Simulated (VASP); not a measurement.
# Al2O3 (R-3c) in VASP: notebook

Al2O3 is run at these levels: PBEsol+D4, r2SCAN, PBE+D4; tasks: single point, relaxation of cell and atoms.

All numbers are computed with VASP 6.6.1; they aren't measurements. Logs are shortened: lines on timing, memory, paths and dates and some standing lists are left out, and cuts for length are marked.

**Measured values to compare with.**

From “Multi-petahertz electron interference in Cr:Al2O3 solid-state material”, 2018, pmc:5906618, for a bulk crystal of Al2O3: band gap 8.7 eV (optical).

How close the calculation comes is told below.

### Step 1. The cell of the first run

Symmetry: R-3c, No. 167, trigonal system. The conventional cell has a = 4.757 Å, b = 4.757 Å, c = 12.963 Å, α = 90.00°, β = 90.00°, γ = 120.00°. Al (site symmetry 3) has 6 O at 1.85 to 1.97 Å within 2.5 Å. Within 2.9 Å of O (site symmetry 2) lie 4 Al at 1.85 to 1.97 Å and 12 O at 2.52 to 2.87 Å.

### Step 2. Single point, PBEsol+D4

INCAR

```
PREC = Accurate
ENCUT = 520
EDIFF = 1E-7
ISMEAR = -1
SIGMA = 0.05
LREAL = False
LASPH = True
NELM = 60
ALGO = Normal
ISIF = 2
LWAVE = False
LCHARG = False
GGA = PS
IVDW = 13
NBANDS = 35
```

KPOINTS

```
Automatic mesh
0
Gamma
  7 7 7
```

POSCAR

```
Al2O3
1.0
    2.3783862507      1.3731619421      4.3210770852
   -2.3783862507      1.3731619421      4.3210770852
    0.0000000000     -2.7463238842      4.3210770851
Al O
4 6
Direct
    0.8520693777      0.8520693777      0.8520693777
    0.6479306223      0.6479306223      0.6479306223
    0.1479306223      0.1479306223      0.1479306223
    0.3520693777      0.3520693777      0.3520693777
    0.0559686468      0.7500000000      0.4440313532
    0.7500000000      0.4440313532      0.0559686468
    0.4440313532      0.0559686468      0.7500000000
    0.9440313532      0.2500000000      0.5559686468
    0.2500000000      0.5559686468      0.9440313532
    0.5559686468      0.9440313532      0.2500000000
```

Potentials or basis: VASP PAW PBE potentials, release 64 (Al, O).

On the command line:

```bash
$ cat potpaw_PBE.64/Al/POTCAR potpaw_PBE.64/O/POTCAR > POTCAR
$ mpirun -np 1 vasp_std > vasp.out
```

OUTCAR:

```text
PREC = Accurate
   ENCUT = 520
   EDIFF = 1E-7
   ISMEAR = -1
   LREAL = False
   LASPH = True
   NELM = 60
   ISIF = 2
   GGA = PS
   IVDW = 13

 ion  position               nearest neighbor table
   1  0.852  0.852  0.852-   9 1.85  10 1.85   8 1.85   5 1.97   7 1.97   6 1.97   2 2.65   3 2.79
                             3 2.79   3 2.79   2 3.22   2 3.22   2 3.22
   2  0.648  0.648  0.648-   8 1.85  10 1.85   9 1.85   6 1.97   7 1.97   5 1.97   1 2.65   4 2.79
                             4 2.79   4 2.79   1 3.22   1 3.22   1 3.22
   3  0.148  0.148  0.148-   6 1.85   7 1.85   5 1.85   8 1.97  10 1.97   9 1.97   4 2.65   1 2.79
                             1 2.79   1 2.79   4 3.22   4 3.22   4 3.22
   4  0.352  0.352  0.352-   5 1.85   7 1.85   6 1.85   9 1.97  10 1.97   8 1.97   3 2.65   2 2.79
                             2 2.79   2 2.79   3 3.22   3 3.22   3 3.22
   5  0.056  0.750  0.444-   4 1.85   3 1.85   1 1.97   2 1.97
   6  0.750  0.444  0.056-   3 1.85   4 1.85   2 1.97   1 1.97
   7  0.444  0.056  0.750-   3 1.85   4 1.85   1 1.97   2 1.97
   8  0.944  0.250  0.556-   2 1.85   1 1.85   3 1.97   4 1.97
   9  0.250  0.556  0.944-   1 1.85   2 1.85   4 1.97   3 1.97
  10  0.556  0.944  0.250-   1 1.85   2 1.85   3 1.97   4 1.97

  LATTYP: Found a trigonal (rhomboedric) cell.
 ALAT       =     5.1199611378
 COS(alpha) =     0.5684198738

  Lattice vectors:

 A1 = (   2.3783862507,   1.3731619421,   4.3210770852)
 A2 = (  -2.3783862507,   1.3731619421,   4.3210770852)
 A3 = (   0.0000000000,  -2.7463238842,   4.3210770851)

Analysis of symmetry for initial positions (statically):
=====================================================================
 Subroutine PRICEL returns:
 Original cell was already a primitive cell.

 Routine SETGRP: Setting up the symmetry group for a
 trigonal (rhombohedral) supercell.

 Subroutine GETGRP returns: Found 12 space group operations
 (whereof  6 operations were pure point group operations)
 out of a pool of 12 trial point group operations.

The static configuration has the point symmetry S_6 .
 The point group associated with its full space group is D_3d.

Analysis of symmetry for dynamics (positions and initial velocities):
=====================================================================
 Subroutine PRICEL returns:
 Original cell was already a primitive cell.

 Routine SETGRP: Setting up the symmetry group for a
 trigonal (rhombohedral) supercell.

 Subroutine GETGRP returns: Found 12 space group operations
 (whereof  6 operations were pure point group operations)
 out of a pool of 12 trial point group operations.

The dynamic configuration has the point symmetry S_6 .
 The point group associated with its full space group is D_3d.

 Subroutine INISYM returns: Found 12 space group operations
 (whereof  6 operations are pure point group operations),
 and found     1 'primitive' translations

----------------------------------------------------------------------------------------

                                     Primitive cell

  volume of cell :      84.6735

  direct lattice vectors                    reciprocal lattice vectors
     2.378386251  1.373161942  4.321077085     0.210226577  0.121374371  0.077141261
    -2.378386251  1.373161942  4.321077085    -0.210226577  0.121374371  0.077141261
     0.000000000 -2.746323884  4.321077085     0.000000000 -0.242748742  0.077141261

  length of vectors
     5.119961138  5.119961138  5.119961138     0.254711063  0.254711063  0.254711063

  position of ions in fractional coordinates (direct lattice)
     0.852069378  0.852069378  0.852069378
     0.647930622  0.647930622  0.647930622
     0.147930622  0.147930622  0.147930622
     0.352069378  0.352069378  0.352069378
     0.055968647  0.750000000  0.444031353
     0.750000000  0.444031353  0.055968647
     0.444031353  0.055968647  0.750000000
     0.944031353  0.250000000  0.555968647
     0.250000000  0.555968647  0.944031353
     0.555968647  0.944031353  0.250000000

  ion indices of the primitive-cell ions
   primitive index   ion index
                 1           1
                 2           2
                 3           3
                 4           4
                 5           5
                 6           6
                 7           7
                 8           8
                 9           9
                10          10

----------------------------------------------------------------------------------------

 KPOINTS: Automatic mesh

Automatic generation of k-mesh.
 Grid dimensions read from file:
 generate k-points for:    7    7    7

 Generating k-lattice:

  Cartesian coordinates                     Fractional coordinates (reciprocal lattice)
     0.030032368  0.017339196  0.011020180     0.142857143  0.000000000 -0.000000000
    -0.030032368  0.017339196  0.011020180     0.000000000  0.142857143 -0.000000000
     0.000000000 -0.034678392  0.011020180     0.000000000  0.000000000  0.142857143

  Length of vectors
     0.036387295  0.036387295  0.036387295

  Shift w.r.t. Gamma in fractional coordinates (k-lattice)
     0.000000000  0.000000000  0.000000000

 Subroutine IBZKPT returns following result:
 ===========================================

 Found     44 irreducible k-points:

 Following reciprocal coordinates:
            Coordinates               Weight
  0.000000  0.000000  0.000000      1.000000
  0.142857 -0.000000  0.000000      6.000000
  0.285714 -0.000000  0.000000      6.000000
  0.428571  0.000000 -0.000000      6.000000
  0.142857  0.142857  0.000000      6.000000
  0.285714  0.142857 -0.000000     12.000000
[... 16 lines left out ...]
  0.285714  0.285714  0.142857      6.000000
  0.428571  0.285714  0.142857     12.000000
 [... further k-points ...]
   k-points           NKPTS =     44   k-points in BZ     NKDIM =     44   number of bands    NBANDS=     35
   number of dos      NEDOS =    301   number of ions     NIONS =     10
   total plane-waves  NPLWV =  64000
   dimension x,y,z NGX =    40 NGY =   40 NGZ =   40
   dimension x,y,z NGXF=    80 NGYF=   80 NGZF=   80
   ions per type =               4   6
   NGX,Y,Z   is equivalent  to a cutoff of  12.99, 12.99, 12.99 a.u.
   NGXF,Y,Z  is equivalent  to a cutoff of  25.98, 25.98, 25.98 a.u.
 SYSTEM =  unknown system
   PREC   = accura    normal or accurate (medium, high low for compatibility)
   ISTART =      0    job   : 0-new  1-cont  2-samecut
   ICHARG =      2    charge: 1-file 2-atom 10-const
   ISPIN  =      1    spin polarized calculation?
   LNONCOLLINEAR =      F non collinear calculations
   LSORBIT =      F    spin-orbit coupling
   LASPH  =      T    aspherical Exc in radial PAW
   ENCUT  =  520.0 eV  38.22 Ry    6.18 a.u.   9.52  9.52  9.52*2*pi/ulx,y,z
   NELM   =     60;   NELMIN=  2; NELMDL= -5     # of ELM steps
   EDIFF  = 0.1E-06   stopping-criterion for ELM
   LREAL  =      F    real-space projection
   EDIFFG = 0.1E-05   stopping-criterion for IOM
   NSW    =      0    number of steps for IOM
   IBRION =     -1    ionic relax: 0-MD 1-quasi-New 2-CG
   NFREE  =      0    steps in history (QN), initial steepest desc. (CG)
   ISIF   =      2    stress and relaxation
   ISYM   =      2    0-nonsym 1-usesym 2-fastsym
   POTIM  = 0.5000    time-step for ionic-motion
   TEBEG  =    0.0;   TEEND  =   0.0 temperature during run
   PSTRESS=    0.0 pullay stress
   NELECT =      48.0000    total number of electrons
   NUPDOWN=      -1.0000    fix difference up-down
   EMIN   =  10.00;   EMAX   =-10.00  energy-range for DOS
   EFERMI =   0.00;   METHOD = LEGACY
   ISMEAR =    -1;   SIGMA  =   0.05  broadening in eV -4-tet -1-fermi 0-gaus
   EFERMI_NEDOS =   21; number of points for ismear=-14 and -15
   IALGO  =     38    algorithm
   IMIX   =      4    mixing-type and parameters
     AMIX     =   0.40;   BMIX     =  1.00
     AMIX_MAG =   1.60;   BMIX_MAG =  1.00
  volume/ion in A,a.u.               =       8.47        57.14
  Fermi-wavevector in a.u.,A,eV,Ry     =   1.354896  2.560383 24.976819  1.835744
  Thomas-Fermi vector in A             =   2.482030
   LORBIT       =      0    0 simple, 1 ext, 2 COOP (PROOUT), +10 PAW based schemes
   GGA     = PS    functional components
   LHFCALC =     F    Hartree Fock is set to
   AEXX    =    0.0000 exact exchange contribution
   IVDW    =    13    specifies the selected vdW correction
   LEPSILON=     F    determine dielectric tensor
   LRPA    =     F    only Hartree local field effects (RPA)
 non-spin polarized calculation
  energy-cutoff  :      520.00
  volume of cell :       84.67
 maximum number of plane-waves:      2298
 NGX is ok and might be reduce to    40
   NGX = 19   NGY = 19   NGZ = 19

 number of electron      48.0000012 magnetization

 Free energy of the ion-electron system (eV)
  ---------------------------------------------------
  ext. energy  EPLUGINS =         0.00000000
  ---------------------------------------------------
  free energy    TOTEN  =       -78.65416835 eV

  energy without entropy =      -78.65416835  energy(sigma->0) =      -78.65416835

 E-fermi :   7.1908     XC(G=0): -11.9615

 val. band max:        6.0814553731   @ k =   0.0000   0.0000   0.0000
 cond. band min:      12.2546841766   @ k =   0.0000   0.0000   0.0000
 fundamental gap:      6.1732288035
 Fermi energy:         7.1908499667

 k-point     1 :       0.0000    0.0000    0.0000
  band No.  band energies     occupation
      1     -13.1600      2.00000
      2     -10.7595      2.00000
      3     -10.4750      2.00000
      4     -10.4750      2.00000
      5     -10.1471      2.00000
      6     -10.1471      2.00000
[... 27 lines left out ...]
     34      19.6858      0.00000
     35      20.6078      0.00000
[... 843 lines left out ...]
      5     -10.3726      2.00000
      6     -10.0902      2.00000
[... 27 lines left out ...]
     34      19.5577      0.00000
     35      19.8096      0.00000

 [... further k-points ...]

------------------------ aborting loop because EDIFF is reached ----------------------------------------

  DFT-D4 for vdW energy calculation

  Edisp (eV):   -1.54145

  FORCE on cell =-STRESS in cart. coord.  units (eV):
  Direction    XX          YY          ZZ          XY          YZ          ZX
  --------------------------------------------------------------------------------------
  -------------------------------------------------------------------------------------
  Total       0.04483     0.04483    -0.00558     0.00000     0.00000     0.00000
  in kB       0.84830     0.84830    -0.10560     0.00000     0.00000     0.00000
  external pressure =        0.53 kB  Pullay stress =        0.00 kB

 VOLUME and BASIS-vectors are now :
 -----------------------------------------------------------------------------
  energy-cutoff  :      520.00
  volume of cell :       84.67
      direct lattice vectors                 reciprocal lattice vectors
     2.378386251  1.373161942  4.321077085     0.210226577  0.121374371  0.077141261
    -2.378386251  1.373161942  4.321077085    -0.210226577  0.121374371  0.077141261
     0.000000000 -2.746323884  4.321077085     0.000000000 -0.242748742  0.077141261

 POSITION                                       TOTAL-FORCE (eV/Angst)
 -----------------------------------------------------------------------------------
      0.00000      0.00000     11.04557        -0.000000     -0.000000     -0.002842
      0.00000      0.00000      8.39927        -0.000000     -0.000000      0.002842
      0.00000      0.00000      1.91766        -0.000000     -0.000000      0.002842
      0.00000      0.00000      4.56396        -0.000000     -0.000000     -0.002842
     -1.65067     -0.11273      5.40135        -0.002560     -0.004434     -0.000000
      0.72771      1.48589      5.40135        -0.002560      0.004434      0.000000
      0.92296     -1.37316      5.40135         0.005120     -0.000000      0.000000
      1.65067      0.11273      7.56188         0.002560      0.004434      0.000000
     -0.72771     -1.48589      7.56188         0.002560     -0.004434     -0.000000
     -0.92296      1.37316      7.56188        -0.005120     -0.000000      0.000000
 -----------------------------------------------------------------------------------
    total drift:                               -0.000000      0.000000      0.000000

  FREE ENERGIE OF THE ION-ELECTRON SYSTEM (eV)
  ---------------------------------------------------
  free  energy   TOTEN  =       -80.1956190917 eV

  energy  without entropy=      -80.1956190917  energy(sigma->0) =      -80.19561909
```

Wall time 3.4 min (1 thread of Intel Xeon Platinum 8488C (Sapphire Rapids), shared host); peak memory 0.28 GiB.

Results:

```
Free energy                : -80.1956 eV
Pressure                   : 0.1 GPa
Largest force              : 0.005 eV/Å
Band gap on the k mesh     : 6.17 eV
Dispersion energy per atom : -0.154 eV
```

Forces in eV/Å, atoms in the order of the input:
```
Al   0.000  0.000 -0.003
Al   0.000  0.000  0.003
Al   0.000  0.000  0.003
Al   0.000  0.000 -0.003
O   -0.003 -0.004  0.000
O   -0.003  0.004  0.000
O    0.005  0.000  0.000
O    0.003  0.004  0.000
O    0.003 -0.004  0.000
O   -0.005  0.000  0.000
```

Caveat: the PAW data sets were made with another functional, which shifts forces and pressure a little.

### Step 3. Relaxation of cell and atoms, PBEsol+D4

This run uses another cell than the first one, of 8.50 Å³/atom.

INCAR

```
PREC = Accurate ; ENCUT = 600
EDIFF = 1E-6 ; ISMEAR = -1
SIGMA = 0.05 ; LREAL = F
LASPH = T ; NELM = 60
ALGO = Normal ; ISIF = 3
LWAVE = F ; LCHARG = F
GGA = PS ; IVDW = 13
IBRION = 2 ; NSW = 60
EDIFFG = -0.01
```

KPOINTS is that of step 2.

POSCAR

```
Al2O3
1.0
    2.3802500000      1.3742379782      4.3318666667
   -2.3802500000      1.3742379782      4.3318666667
    0.0000000000     -2.7484759565      4.3318666667
Al O
4 6
Direct
    0.8521600000      0.8521600000      0.8521600000
    0.6478400000      0.6478400000      0.6478400000
    0.1478400000      0.1478400000      0.1478400000
    0.3521600000      0.3521600000      0.3521600000
    0.0566800000      0.7500000000      0.4433200000
    0.7500000000      0.4433200000      0.0566800000
    0.4433200000      0.0566800000      0.7500000000
    0.9433200000      0.2500000000      0.5566800000
    0.2500000000      0.5566800000      0.9433200000
    0.5566800000      0.9433200000      0.2500000000
```

Potentials or basis: VASP PAW PBE potentials, release 64 (Al, O).

On the command line:

```bash
$ cat potpaw_PBE.64/Al/POTCAR potpaw_PBE.64/O/POTCAR > POTCAR
$ mpirun -np 1 vasp_std > vasp.out
```

Wall time 8.3 min (1 thread of Intel Xeon Platinum 8488C (Sapphire Rapids), shared host); peak memory 0.31 GiB.

The run converged. Its results:

* Free energy: -80.2152 eV
* Relaxed volume: 8.46 Å³/atom
* Relaxed cell: a = 5.118 Å, b = 5.118 Å, c = 5.118 Å, α = 55.36°, β = 55.36°, γ = 55.36°
* Space group after relaxing (to 0.1 Å): R-3c (No. 167)
* Energy gained by relaxing: 0.3 meV/atom
* Ionic steps: 5
* Pressure after relaxing: 0.0 GPa
* Largest force after relaxing: 0.008 eV/Å
* Band gap on the k mesh: 6.19 eV
* Dispersion energy per atom: -0.154 eV

Forces on the atoms (eV/Å):
```
Al   0.000  0.000  0.008
Al   0.000  0.000 -0.008
Al   0.000  0.000 -0.008
Al   0.000  0.000  0.008
O   -0.001 -0.001  0.000
O   -0.001  0.001  0.000
O    0.001  0.000  0.000
O    0.001  0.001  0.000
O    0.001 -0.001  0.000
O   -0.001  0.000  0.000
```

The path:
```tsv
step	energy change (eV)	largest force (eV/Å)	pressure (GPa)	volume (Å³)
1	0.0000	0.0894	-1.27	85.02
2	-0.0015	0.0258	1.23	84.19
3	-0.0029	0.0227	0.16	84.53
4	-0.0031	0.0113	-0.03	84.60
5	-0.0031	0.0079	0.00	84.58
```

Final structure:
```
Al O
1.0
     2.37762    1.37272    4.31934
    -2.37762    1.37272    4.31934
     0.00000   -2.74544    4.31934
Al O
4 6
Direct
  0.85202 0.85202 0.85202
  0.64798 0.64798 0.64798
  0.14798 0.14798 0.14798
  0.35202 0.35202 0.35202
  0.05594 0.75000 0.44406
  0.75000 0.44406 0.05594
  0.44406 0.05594 0.75000
  0.94406 0.25000 0.55594
  0.25000 0.55594 0.94406
  0.55594 0.94406 0.25000
```

Levels at points of the mesh, in eV from the valence-band top:
```tsv
k point	band 21	band 22	band 23	band 24	band 25	band 26	band 27	band 28
(0.00, 0.00, 0.00)	-0.51	-0.05	-0.05	0.00	6.19	8.99	10.75	11.45
```

Caveat: the PAW data sets were made with another functional, which shifts forces and pressure a little.

[end of part 1 of 2]
